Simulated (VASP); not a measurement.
Set up this calculation in VASP 6.6.1, as the native input.

| Property | Result |
| --- | --- |
| Task | single point |
| Functional | PBE |
| Potentials or basis | VASP PAW PBE potentials, release 64 (Mg) |
| Cutoff | 600 eV |
| k mesh | 15 × 15 × 9 |
| Occupations | fermi-dirac, width 0.1 eV |
| Spin | no spin polarisation |
| Dipole correction | no |
| Further INCAR settings | ALGO = Normal; EDIFF = 1e-06; NBANDS = 9 |

The structure of Mg lies in POSCAR:

```
Mg
1.0
    2.8614171781      0.0000000000      0.0000000000
   -1.4307085891      2.4780599671      0.0000000000
    0.0000000000      0.0000000000      4.6038869577
Mg
2
Direct
    0.3333333333      0.6666666667      0.2500000000
    0.6666666667      0.3333333333      0.7500000000
```

The input as run:

INCAR

```
PREC     = Accurate       # precision mode
ENCUT    = 600            # plane-wave cutoff, eV
EDIFF    = 1E-6           # SCF threshold, eV
ISMEAR   = -1             # smearing method
SIGMA    = 0.1            # smearing width, eV
LREAL    = F              # projectors in reciprocal space
LASPH    = T              # aspherical terms in the spheres
NELM     = 120            # most SCF steps
ALGO     = Normal         # electronic algorithm
ISIF     = 2              # what is computed and relaxed
LWAVE    = F              # write WAVECAR
LCHARG   = F              # write CHGCAR
GGA      = PE             # functional
NBANDS   = 9              # bands
GGA_COMPAT= F
```

KPOINTS

```
Automatic mesh
0
Gamma
  15 15 9
```

Potentials or basis: VASP PAW PBE potentials, release 64 (Mg).

Command:

```console
$ cat potpaw_PBE.64/Mg/POTCAR > POTCAR
$ mpirun -np 1 vasp_std > vasp.out
```

Results of the run:

| Quantity | Value |
| --- | --- |
| Pressure | 24.1 GPa |
| Band gap on the k mesh | zero (bands 2 and 3 overlap by 2.10 eV) |

Caveat: the cell stands under pressure.

Wall time 11 s on 1 thread of Intel(R) Xeon(R) 6975P-C (Granite Rapids), on a shared host, peak memory 0.18 GiB.
